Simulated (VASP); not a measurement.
Wanted: the native input for a VASP 6.6.1 run.

* Task: electric field gradients
* Functional: PBE
* Potentials or basis: VASP PAW PBE potentials, release 64 (Zr_sv)
* Cutoff: 400 eV
* k mesh: 14 × 14 × 14
* Occupations: fermi-dirac, width 0.08 eV
* Spin: no spin polarisation
* Dipole correction: no
* Further INCAR settings: ALGO = Normal; EDIFF = 1e-08; NBANDS = 12

The structure of Zr lies in POSCAR:

```
Zr
1.0
   -1.8454992086      1.8454992086      1.8454992086
    1.8454992086     -1.8454992086      1.8454992086
    1.8454992086      1.8454992086     -1.8454992086
Zr
1
Direct
    0.0000000000      0.0000000000      0.0000000000
```

This isn't the form of Zr at room conditions, which is hcp.

One way to write it, as run:

INCAR

```
SYSTEM = Zr
PREC     = Accurate       ! precision mode
ENCUT    = 400            ! plane-wave cutoff, eV
EDIFF    = 1E-8           ! SCF threshold, eV
ISMEAR   = -1             ! smearing method
SIGMA    = 0.08           ! smearing width, eV
LREAL    = .False.        ! projectors in reciprocal space
LASPH    = .True.         ! aspherical terms in the spheres
NELM     = 120            ! most SCF steps
ALGO     = Normal         ! electronic algorithm
ISIF     = 2              ! what is computed and relaxed
LWAVE    = .False.        ! write WAVECAR
LCHARG   = .False.        ! write CHGCAR
GGA      = PE             ! functional
LEFG     = .True.       
NBANDS   = 12             ! bands
GGA_COMPAT= .False.
```

KPOINTS

```
regular mesh
0
Gamma
  14 14 14
  0 0 0
```

Potentials or basis: VASP PAW PBE potentials, release 64 (Zr_sv).

Command:

```console
$ cat potpaw_PBE.64/Zr_sv/POTCAR > POTCAR
$ mpirun -np 1 vasp_std > vasp.out
```

It gave:

The pressure is -7.3 GPa. The band gap on the k mesh is zero (bands 6 and 7 overlap by 1.67 eV) and the largest electric field gradient by atom is zero within the noise of the run.

Caveat: the cell stands under tension.

Wall time 30 s on 1 thread of Intel Xeon 8259CL, with other jobs on the host, peak memory 0.15 GiB.
